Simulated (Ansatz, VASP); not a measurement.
This is a calculation of HfC for VASP 6.6.1.

The input INCAR:

```
SYSTEM = HfC
PREC     = Accurate       ! precision mode
ENCUT    = 520            ! plane-wave cutoff, eV
EDIFF    = 1E-7           ! SCF threshold, eV
ISMEAR   = 0              ! smearing method
SIGMA    = 0.1            ! smearing width, eV
LREAL    = .False.        ! projectors in reciprocal space
LASPH    = .True.         ! aspherical terms in the spheres
NELM     = 150            ! most SCF steps
ALGO     = Normal         ! electronic algorithm
ISIF     = 2              ! what is computed and relaxed
LWAVE    = .False.        ! write WAVECAR
LCHARG   = .False.        ! write CHGCAR
ISPIN    = 2              ! spin polarisation
MAGMOM   = 1 0            ! initial moments
LORBIT   = 11             ! projections on sites
NUPDOWN  = 1.0            ! fixed moment
LMAXMIX  = 4              ! l up to which the mixer works
GGA      = PE             ! functional
NBANDS   = 18             ! bands
```

Contents of KPOINTS:

```
regular mesh
0
Gamma
  10 10 10
  0 0 0
```

POSCAR

```
HfC
1.0
    0.0000000000      2.3555956139      2.3555956139
    2.3555956139      0.0000000000      2.3555956139
    2.3555956139      2.3555956139      0.0000000000
Hf C
1 1
Direct
    0.5000000000      0.5000000000      0.5000000000
    0.0000000000      0.0000000000      0.0000000000
```

Potentials or basis: VASP PAW PBE potentials, release 64 (Hf_pv, C).

Launch:

```sh
$ cat potpaw_PBE.64/Hf_pv/POTCAR potpaw_PBE.64/C/POTCAR > POTCAR
$ mpirun -np 1 vasp_std > vasp.out
```

Task: Translate it to Ansatz 0.2.0. Potentials there: all-electron LAPW, inner shells corrected to Dirac's equation.

Result: As run (the cutoff follows the program's own potentials):

File input.yaml:

```yaml
crystal:
  lattice:
    - [0.0, 2.3555956139, 2.3555956139]
    - [2.3555956139, 0.0, 2.3555956139]
    - [2.3555956139, 2.3555956139, 0.0]
  atoms:
    - { symbol: Hf, position: [0.5, 0.5, 0.5], spin: 1.0 }
    - { symbol: C, position: [0.0, 0.0, 0.0] }
kpoints:
  mp_grid: { grid: [10, 10, 10] }
scf:
  occupations: { method: gaussian, width: 0.1 }
hamiltonian:
  xc: pbe
  pseudopotentials:
    kind: all_electron
    lapw: { basis_error: 0.001 }
    dirac_shells: { Hf: ["4p", "4d"] }
magnetization:
  spin_polarized: true
  initial_magnetization: 1.0
  spin_locking: { lock_magnetization: hard }
output:
  forces: true
  stress: true
  eigenvalues: true
```

Potentials or basis: all-electron LAPW, inner shells corrected to Dirac's equation.

The run is started by

```sh
$ ansatz run input.yaml --threads 1 --pin off --max-ram 2560MiB --backend cpu --events-out ev --progress --plain --runs-dir out
```

Both were run:

|  | VASP | Ansatz | Ansatz less VASP |
| --- | --- | --- | --- |
| pressure (GPa) | -4.7 | -4.0 | +0.76 |
| size of the moment on the site where the two differ most (μB) | 0.27 | 0.37 | +0.099 |

Site moments also hang on the region over which each program counts them. Ansatz ran all-electron here, and VASP with PAW potentials.

Spin-orbit coupling is off throughout.
